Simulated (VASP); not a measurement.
# SiC7 (P1) in VASP: notebook

Runs on SiC7. Level: PBE. Tasks: single point.

Everything below comes from runs of VASP 6.6.1. Logs are shortened: lines on timing, memory, paths and dates and some standing lists are left out, and cuts for length are marked.

### 1 The cell of the first run

The typed cell holds 24 atoms: a = 5.385 Å, b = 5.374 Å, c = 6.605 Å, α = 90.72°, β = 89.43°, γ = 119.71°.

### 2 Single point, PBE

Input file INCAR:

```
PREC = Accurate
ENCUT = 520
EDIFF = 1E-7
ISMEAR = 0
SIGMA = 0.1
LREAL = Auto
LASPH = T
NELM = 60
ALGO = Normal
ISIF = 2
LWAVE = F
LCHARG = T
GGA = PE
LELF = T
LVHAR = T
ISYM = 0
NBANDS = 66
```

Input file KPOINTS:

```
Automatic mesh
0
Gamma
  3 3 2
  0 0 0.5
```

Input file POSCAR:

```
SiC7
1.0
   -3.8301248235     -3.7857475951     -0.0018338812
    0.0112346236      3.7763468526      3.8239230664
   -3.8247611185      3.7785500089     -3.8373608463
C Si
21 3
Direct
    0.5220301927      1.0165587584      1.0236815190
   -0.0003720490     -0.0084845423      1.0061565483
    0.8362072709      0.1766620278      0.6684501288
    0.6756617772      0.3374616646      0.3494564179
    0.1589865901      0.3312529351      0.3333769403
   -0.0275594282      0.4817158162      0.0087356700
    0.8479876123      0.6744064034      0.6578765254
    0.3230258247      0.6748414947      0.6269984176
    0.6740188448      0.8392326311      0.3427540873
    0.1605599191      0.8291697866      0.3219561645
    0.3175427761      0.1236340309      0.9399552340
    0.8333790843      0.1694405675      0.9225678526
    0.6987082013      0.3521781726      0.5847577590
    0.1492054359      0.3476279109      0.5704050779
    0.5066125012      0.5022891247      0.2856595300
    0.9935554686      0.4975459477      0.2457190599
    0.8609622671      0.6822090465      0.9037913500
    0.6728777807      0.8447721553      0.5774036863
    0.1549781635      0.8182085691      0.5524092540
    0.5087840748      1.0044521842      0.2591219667
   -0.0038176166      0.9954457465      0.2482447661
    0.3326265142      0.1699734824      0.6671958051
    0.5188982697      0.4819594712      1.0148253759
    0.3150536324      0.6815708177      0.8994915712
```

Potentials or basis: VASP PAW PBE potentials, release 64 (C, Si).

Run with:

```bash
$ cat potpaw_PBE.64/C/POTCAR potpaw_PBE.64/Si/POTCAR > POTCAR
$ mpirun -np 1 vasp_std > vasp.out
```

OUTCAR:

```text
PREC = Accurate
   ENCUT = 520
   EDIFF = 1E-7
   ISMEAR = 0
   LREAL = Auto
   LASPH = T
   NELM = 60
   ISIF = 2
   GGA = PE
   ISYM = 0

 ion  position               nearest neighbor table
   1  0.522  0.017  0.024-  20 1.56  11 1.58  12 1.60  24 1.77  23 2.51
   2  1.000  0.992  0.006-  11 1.55  17 1.59  21 1.60  12 1.70
   3  0.836  0.177  0.668-  13 1.57  14 1.60  18 1.66  12 1.68
   4  0.676  0.337  0.349-  13 1.56  15 1.61  16 1.63  20 1.66
   5  0.159  0.331  0.333-  14 1.57  15 1.65  16 1.66  21 1.66
   6  0.972  0.482  0.009-  12 1.56  16 1.57  17 1.63  24 1.76  23 2.44
   7  0.848  0.674  0.658-  13 1.58  19 1.59  17 1.63  18 1.70
   8  0.323  0.675  0.627-  19 1.54  14 1.57  18 1.67  24 1.80
   9  0.674  0.839  0.343-  18 1.55  15 1.61  21 1.63  20 1.64
  10  0.161  0.829  0.322-  19 1.52  21 1.62  16 1.62  20 1.68
  11  0.318  0.124  0.940-   2 1.55   1 1.58  23 1.75  22 1.82  24 2.38
  12  0.833  0.169  0.923-   6 1.56   1 1.60   3 1.68   2 1.70
  13  0.699  0.352  0.585-   4 1.56   3 1.57   7 1.58  22 1.79
  14  0.149  0.348  0.570-   5 1.57   8 1.57   3 1.60  22 1.81
  15  0.507  0.502  0.286-   9 1.61   4 1.61   5 1.65  23 1.79
  16  0.994  0.498  0.246-   6 1.57  10 1.62   4 1.63   5 1.66
  17  0.861  0.682  0.904-   2 1.59   7 1.63   6 1.63  23 1.77  24 2.45
  18  0.673  0.845  0.577-   9 1.55   3 1.66   8 1.67   7 1.70
  19  0.155  0.818  0.552-  10 1.52   8 1.54   7 1.59  22 1.80
  20  0.509  0.004  0.259-   1 1.56   9 1.64   4 1.66  10 1.68
  21  0.996  0.995  0.248-   2 1.60  10 1.62   9 1.63   5 1.66
  22  0.333  0.170  0.667-  13 1.79  19 1.80  14 1.81  11 1.82  23 2.72  24 3.02
  23  0.519  0.482  0.015-  11 1.75  17 1.77  15 1.79  24 2.03   6 2.44   1 2.51  22 2.72
  24  0.315  0.682  0.899-   6 1.76   1 1.77   8 1.80  23 2.03  11 2.38  17 2.45  22 3.02

IMPORTANT INFORMATION: All symmetrisations will be switched off!
NOSYMM: (Re-)initialisation of all symmetry stuff for point group C_1.

----------------------------------------------------------------------------------------

                                     Primitive cell

  volume of cell :     166.0232

  direct lattice vectors                    reciprocal lattice vectors
    -3.830124823 -3.785747595 -0.001833881    -0.174313547 -0.087834004  0.087253327
     0.011234624  3.776346853  3.823923066    -0.087543249  0.088484973  0.174384672
    -3.824761119  3.778550009 -3.837360846    -0.087153383  0.088217089 -0.086863461

  length of vectors
     5.385326766  5.374319435  6.605420202     0.213806380  0.214250845  0.151404187

  position of ions in fractional coordinates (direct lattice)
     0.522030193  0.016558758  0.023681519
     0.999627951  0.991515458  0.006156548
     0.836207271  0.176662028  0.668450129
     0.675661777  0.337461665  0.349456418
     0.158986590  0.331252935  0.333376940
     0.972440572  0.481715816  0.008735670
[... 16 lines left out ...]
     0.518898270  0.481959471  0.014825376
     0.315053632  0.681570818  0.899491571

  ion indices of the primitive-cell ions
   primitive index   ion index
                 1           1
                 2           2
                 3           3
                 4           4
                 5           5
                 6           6
[... 16 lines left out ...]
                23          23
                24          24

----------------------------------------------------------------------------------------

 KPOINTS: Automatic mesh

Automatic generation of k-mesh.
 Grid dimensions read from file:
 generate k-points for:    3    3    2

 Generating k-lattice:

  Cartesian coordinates                     Fractional coordinates (reciprocal lattice)
    -0.058104516 -0.029278001  0.029084442     0.333333333  0.000000000  0.000000000
    -0.029181083  0.029494991  0.058128224    -0.000000000  0.333333333  0.000000000
    -0.043576692  0.044108545 -0.043431731     0.000000000  0.000000000  0.500000000

  Length of vectors
     0.071268793  0.071416948  0.075702094

  Shift w.r.t. Gamma in fractional coordinates (k-lattice)
     0.000000000  0.000000000  0.500000000

 Subroutine IBZKPT returns following result:
 ===========================================

 Found      9 irreducible k-points:

 Following reciprocal coordinates:
            Coordinates               Weight
  0.000000  0.000000  0.250000      2.000000
  0.333333  0.000000  0.250000      2.000000
 -0.333333  0.000000  0.250000      2.000000
  0.000000  0.333333  0.250000      2.000000
  0.333333  0.333333  0.250000      2.000000
 -0.333333  0.333333  0.250000      2.000000
 -0.000000 -0.333333  0.250000      2.000000
  0.333333 -0.333333  0.250000      2.000000
 -0.333333 -0.333333  0.250000      2.000000
   k-points           NKPTS =      9   k-points in BZ     NKDIM =      9   number of bands    NBANDS=     66
   number of dos      NEDOS =    301   number of ions     NIONS =     24
   total plane-waves  NPLWV =  80000
   dimension x,y,z NGX =    40 NGY =   40 NGZ =   50
   dimension x,y,z NGXF=    80 NGYF=   80 NGZF=  100
   ions per type =              21   3
   NGX,Y,Z   is equivalent  to a cutoff of  12.35, 12.37, 12.58 a.u.
   NGXF,Y,Z  is equivalent  to a cutoff of  24.70, 24.75, 25.17 a.u.
 SYSTEM =  unknown system
   PREC   = accura    normal or accurate (medium, high low for compatibility)
   ISTART =      0    job   : 0-new  1-cont  2-samecut
   ICHARG =      2    charge: 1-file 2-atom 10-const
   ISPIN  =      1    spin polarized calculation?
   LNONCOLLINEAR =      F non collinear calculations
   LSORBIT =      F    spin-orbit coupling
   LASPH  =      T    aspherical Exc in radial PAW
   ENCUT  =  520.0 eV  38.22 Ry    6.18 a.u.  10.01  9.99 12.28*2*pi/ulx,y,z
   NELM   =     60;   NELMIN=  2; NELMDL= -5     # of ELM steps
   EDIFF  = 0.1E-06   stopping-criterion for ELM
   LREAL  =      T    real-space projection
   EDIFFG = 0.1E-05   stopping-criterion for IOM
   NSW    =      0    number of steps for IOM
   IBRION =     -1    ionic relax: 0-MD 1-quasi-New 2-CG
   NFREE  =      0    steps in history (QN), initial steepest desc. (CG)
   ISIF   =      2    stress and relaxation
   ISYM   =      0    0-nonsym 1-usesym 2-fastsym
   POTIM  = 0.5000    time-step for ionic-motion
   TEBEG  =    0.0;   TEEND  =   0.0 temperature during run
   PSTRESS=    0.0 pullay stress
   NELECT =      96.0000    total number of electrons
   NUPDOWN=      -1.0000    fix difference up-down
   EMIN   =  10.00;   EMAX   =-10.00  energy-range for DOS
   EFERMI =   0.00;   METHOD = LEGACY
   ISMEAR =     0;   SIGMA  =   0.10  broadening in eV -4-tet -1-fermi 0-gaus
   EFERMI_NEDOS =   21; number of points for ismear=-14 and -15
   IALGO  =     38    algorithm
   IMIX   =      4    mixing-type and parameters
     AMIX     =   0.40;   BMIX     =  1.00
     AMIX_MAG =   1.60;   BMIX_MAG =  1.00
  volume/ion in A,a.u.               =       6.92        46.68
  Fermi-wavevector in a.u.,A,eV,Ry     =   1.363878  2.577357 25.309073  1.860164
  Thomas-Fermi vector in A             =   2.490243
   LORBIT       =      0    0 simple, 1 ext, 2 COOP (PROOUT), +10 PAW based schemes
   GGA     = PE    functional components
   LHFCALC =     F    Hartree Fock is set to
   AEXX    =    0.0000 exact exchange contribution
   IVDW    =     0    specifies the selected vdW correction
   LEPSILON=     F    determine dielectric tensor
   LRPA    =     F    only Hartree local field effects (RPA)
 non-spin polarized calculation
 Gauss-broadening in eV      SIGMA  =   0.10
  energy-cutoff  :      520.00
  volume of cell :      166.02
 maximum number of plane-waves:      4489
   NGX = 21   NGY = 19   NGZ = 25

 number of electron      96.0000000 magnetization

 Free energy of the ion-electron system (eV)
  ---------------------------------------------------
  ext. energy  EPLUGINS =         0.00000000
  ---------------------------------------------------
  free energy    TOTEN  =      -196.12149946 eV

  energy without entropy =     -196.12149946  energy(sigma->0) =     -196.12149946

 E-fermi :  11.1755     XC(G=0): -12.5515

 val. band max:       10.6671467635   @ k =   0.0000   0.0000   0.2500
 cond. band min:      12.0924959269   @ k =  -0.3333   0.3333   0.2500
 fundamental gap:      1.4253491634
 Fermi energy:        11.1754777094

 k-point     1 :       0.0000    0.0000    0.2500
  band No.  band energies     occupation
      1     -10.4017      2.00000
      2      -9.0180      2.00000
      3      -6.6778      2.00000
      4      -6.0549      2.00000
      5      -5.9593      2.00000
      6      -5.8612      2.00000
[... 52 lines left out ...]
     59      14.6642      0.00000
     60      14.8116      0.00000

 k-point     2 :       0.3333    0.0000    0.2500
  band No.  band energies     occupation
      1      -9.8471      2.00000
      2      -8.5261      2.00000
      3      -8.0259      2.00000
      4      -6.9877      2.00000
      5      -6.3627      2.00000
      6      -6.1893      2.00000
[... 52 lines left out ...]
     59      15.3239      0.00000
     60      15.7353      0.00000

 k-point     3 :      -0.3333    0.0000    0.2500
  band No.  band energies     occupation
      1      -9.8436      2.00000
      2      -8.5324      2.00000
      3      -8.0323      2.00000
      4      -6.9568      2.00000
      5      -6.4404      2.00000
      6      -6.1449      2.00000
[... 52 lines left out ...]
     59      15.6842      0.00000
     60      15.7867      0.00000

 k-point     4 :       0.0000    0.3333    0.2500
  band No.  band energies     occupation
      1      -9.8229      2.00000
      2      -8.5799      2.00000
      3      -8.0410      2.00000
      4      -6.8835      2.00000
      5      -6.4663      2.00000
      6      -6.2339      2.00000
[... 52 lines left out ...]
     59      15.6747      0.00000
     60      15.9758      0.00000

 k-point     5 :       0.3333    0.3333    0.2500
  band No.  band energies     occupation
      1      -8.9953      2.00000
      2      -8.7120      2.00000
      3      -8.3309      2.00000
      4      -7.6897      2.00000
      5      -7.2471      2.00000
      6      -6.4448      2.00000
[... 52 lines left out ...]
     59      15.9700      0.00000
     60      16.2410      0.00000

 k-point     6 :      -0.3333    0.3333    0.2500
  band No.  band energies     occupation
      1      -9.8221      2.00000
      2      -8.5753      2.00000
      3      -7.9933      2.00000
      4      -6.8829      2.00000
      5      -6.4658      2.00000
      6      -6.3486      2.00000
[... 52 lines left out ...]
     59      15.4970      0.00000
     60      15.7808      0.00000

 k-point     7 :      -0.0000   -0.3333    0.2500
  band No.  band energies     occupation
      1      -9.8331      2.00000
      2      -8.5747      2.00000
      3      -7.9648      2.00000
      4      -6.9589      2.00000
      5      -6.4713      2.00000
      6      -6.3336      2.00000
[... 52 lines left out ...]
     59      15.4664      0.00000
     60      15.5808      0.00000

 k-point     8 :       0.3333   -0.3333    0.2500
  band No.  band energies     occupation
      1      -9.8405      2.00000
      2      -8.4742      2.00000
      3      -8.0438      2.00000
      4      -6.9588      2.00000
      5      -6.4936      2.00000
      6      -6.3535      2.00000
[... 52 lines left out ...]
     59      15.6224      0.00000
     60      15.7841      0.00000

 k-point     9 :      -0.3333   -0.3333    0.2500
  band No.  band energies     occupation
      1      -9.0045      2.00000
      2      -8.7072      2.00000
      3      -8.3157      2.00000
      4      -7.6503      2.00000
      5      -7.3235      2.00000
      6      -6.4555      2.00000
[... 52 lines left out ...]
     59      16.0919      0.00000
     60      16.2584      0.00000
 [bands above 60 left out]

------------------------ aborting loop because EDIFF is reached ----------------------------------------

  FORCE on cell =-STRESS in cart. coord.  units (eV):
  Direction    XX          YY          ZZ          XY          YZ          ZX
  --------------------------------------------------------------------------------------
  -------------------------------------------------------------------------------------
  Total        0.0110324     -0.0781260      0.0211232      0.0153791      0.0633181      0.0779050
  in kB        0.1064664     -0.7539413      0.2038454      0.1484128      0.6110398      0.7518084
  external PRESSURE =      -0.1478765 kB  Pullay stress =       0.0000000 kB

 VOLUME and BASIS-vectors are now :
 -----------------------------------------------------------------------------
  energy-cutoff  :      520.00
  volume of cell :      166.02
      direct lattice vectors                 reciprocal lattice vectors
    -3.830124823 -3.785747595 -0.001833881    -0.174313547 -0.087834004  0.087253327
     0.011234624  3.776346853  3.823923066    -0.087543249  0.088484973  0.174384672
    -3.824761119  3.778550009 -3.837360846    -0.087153383  0.088217089 -0.086863461

 POSITION                                       TOTAL-FORCE (eV/Angst)
 -----------------------------------------------------------------------------------
     -2.08983     -1.82426     -0.02851         0.008444     -0.018664     -0.016306
     -3.84111     -0.01677      3.76602         0.008426      0.011201      0.004366
     -5.75746      0.02724     -1.89108        -0.001202      0.000830     -0.013172
     -3.92067      0.03693     -0.05180         0.004957     -0.011265     -0.002366
     -1.88030      1.90872     -0.01289         0.014689     -0.014569      0.012538
     -3.75257     -1.82928      1.80674        -0.007898     -0.003474      0.019195
[... 16 lines left out ...]
     -2.03873     -0.08835      1.78513         0.012730     -0.006067      0.005589
     -4.63938      4.77991     -0.84598        -0.005614      0.000160      0.000339
 -----------------------------------------------------------------------------------
    total drift:                               -0.024944      0.002789     -0.025355

  FREE ENERGIE OF THE ION-ELECTRON SYSTEM (eV)
  ---------------------------------------------------
  free  energy   TOTEN  =      -196.1214994641 eV

  energy  without entropy=     -196.1214994641  energy(sigma->0) =     -196.12149946
```

It took 4.8 min on 1 thread of Intel Xeon Platinum 8259CL at 2.50GHz (Skylake/Cascade Lake), shared host; peak memory 0.28 GiB.

Results:

```yaml
Free_energy: -196.1215 eV
Pressure: 0.0 GPa
Largest_force: 0.033 eV/Å
Band_gap_on_the_k_mesh: 1.43 eV (least direct gap 1.68 eV)
```

Forces in eV/Å, atoms in the order of the input:
```
C    0.008 -0.019 -0.016
C    0.008  0.011  0.004
C   -0.001  0.001 -0.013
C    0.005 -0.011 -0.002
C    0.015 -0.015  0.013
C   -0.008 -0.003  0.019
C    0.008  0.015  0.011
C   -0.023  0.019 -0.008
C    0.005 -0.007  0.004
C   -0.006 -0.015  0.016
C    0.000 -0.002  0.033
C    0.003 -0.025 -0.009
C    0.006  0.024 -0.015
C   -0.015 -0.004 -0.023
C    0.008 -0.012  0.013
C   -0.008  0.006 -0.006
C    0.010  0.011 -0.014
C   -0.003  0.003 -0.011
C   -0.009  0.025  0.011
C   -0.013  0.005 -0.001
C    0.002  0.005 -0.007
Si   0.000 -0.005 -0.004
Si   0.013 -0.006  0.006
Si  -0.006  0.000  0.000
```

Levels at points of the mesh, in eV from the valence-band top:
```tsv
k point	band 46	band 47	band 48	band 49	band 50	band 51
(0.00, 0.00, 0.25)	-1.92	-0.98	0.00	1.68	1.94	2.03
```

Caveat: the k points lie up to 0.48 Å⁻¹ apart; a shifted mesh leaves out Γ, where band edges can lie. A k mesh can miss the band edges.

### 3 Single point, PBE

Input file INCAR:

```
ALGO = Normal ; EDIFF = 1E-6
ENCUT = 520 ; GGA = PE
ISIF = 2 ; ISMEAR = 0
ISYM = 0 ; LASPH = True
LCHARG = False ; LREAL = Auto
LWAVE = False ; NBANDS = 66
NELM = 80 ; PREC = Accurate
SIGMA = 0.1
```

Input file KPOINTS:

```
k-points
0
Gamma
  4 4 3
```

Input file POSCAR:

```
SiC7
1.0
   -3.8287894364     -3.7845235433     -0.0018843038
    0.0111399175      3.7752689512      3.8232491927
   -3.8249380521      3.7788055953     -3.8379068757
C Si
21 3
Direct
    0.5220235387      0.0166092151      0.0237121795
    0.9995872136      0.9915210325      0.0061680601
    0.8362099947      0.1766241508      0.6684950783
    0.6756507800      0.3374587971      0.3495034278
    0.1589548412      0.3312439454      0.3333870607
    0.9724461808      0.4817209186      0.0087432019
    0.8480423400      0.6744265477      0.6579216846
    0.3230193224      0.6748279942      0.6269965419
    0.6740150446      0.8392249723      0.3428057426
    0.1605636644      0.8291871967      0.3219560134
    0.3175553941      0.1236333666      0.9399070799
    0.8333686141      0.1694158218      0.9225053158
    0.6987416751      0.3521781783      0.5847600408
    0.1491928990      0.3475907781      0.5703751218
    0.5066042364      0.5022966647      0.2856449013
    0.9935528631      0.4975630267      0.2456893458
    0.8609695120      0.6821744901      0.9037869289
    0.6729022654      0.8447410805      0.5774167553
    0.1549818876      0.8181918239      0.5523617653
    0.5088089291      0.0044724226      0.2591110136
    0.9961466358      0.9954429876      0.2481997635
    0.3326172857      0.1699421967      0.6672351350
    0.5188745842      0.4819994114      0.0148641365
    0.3150834055      0.6816371833      0.8994444135
```

Potentials or basis: VASP PAW PBE potentials, release 64 (C, Si).

Run with:

```bash
$ cat potpaw_PBE.64/C/POTCAR potpaw_PBE.64/Si/POTCAR > POTCAR
$ mpirun -np 1 vasp_std > vasp.out
```

It took 11 min on 1 thread of Intel Xeon Platinum 8259CL at 2.50GHz (Skylake/Cascade Lake), shared host; peak memory 0.35 GiB.

Results (log left out):

```
Free energy            : -196.1858 eV
Pressure               : 0.1 GPa
Largest force          : 0.037 eV/Å
Band gap on the k mesh : 1.41 eV
```

Forces on the atoms (eV/Å):
```
C    0.015 -0.013 -0.015
C    0.013  0.021  0.004
C   -0.001  0.002 -0.016
C    0.011 -0.014  0.004
C    0.015 -0.016  0.019
C   -0.006  0.004  0.020
C    0.015  0.016  0.014
C   -0.024  0.017 -0.006
C    0.011 -0.013  0.008
C   -0.003 -0.020  0.020
C    0.003 -0.015  0.033
C    0.002 -0.035 -0.011
C    0.009  0.026 -0.015
C   -0.020 -0.007 -0.028
C    0.007 -0.010  0.006
C   -0.011  0.005 -0.011
C    0.007 -0.003 -0.017
C   -0.008  0.004 -0.014
C   -0.011  0.023  0.010
C   -0.016  0.012 -0.004
C   -0.002  0.008 -0.008
Si  -0.006  0.000 -0.003
Si   0.005  0.003  0.007
Si  -0.006  0.002  0.003
```

Stress tensor (GPa, compression positive):
```
0.10 0.05 0.00
0.05 0.08 0.07
0.00 0.07 0.06
```

Levels at points of the mesh, in eV from the valence-band top:
| k point | band 44 | band 45 | band 46 | band 47 | band 48 | band 49 | band 50 | band 51 | band 52 | band 53 |
| --- | --- | --- | --- | --- | --- | --- | --- | --- | --- | --- |
| (0.00, 0.00, 0.00) | -2.29 | -2.02 | -1.73 | -0.85 | 0.00 | 1.41 | 1.67 | 1.86 | 1.91 | 2.22 |
| (0.50, 0.00, 0.00) | -3.32 | -3.16 | -2.89 | -2.49 | -0.90 | 2.26 | 2.74 | 3.01 | 3.49 | 3.77 |
| (0.00, 0.50, 0.00) | -3.52 | -3.30 | -2.91 | -2.52 | -0.91 | 2.57 | 2.75 | 2.94 | 3.33 | 3.69 |
| (0.50, 0.50, 0.00) | -3.44 | -3.03 | -2.90 | -2.62 | -2.01 | 2.08 | 2.91 | 3.43 | 3.52 | 3.61 |

A k mesh can miss the band edges.
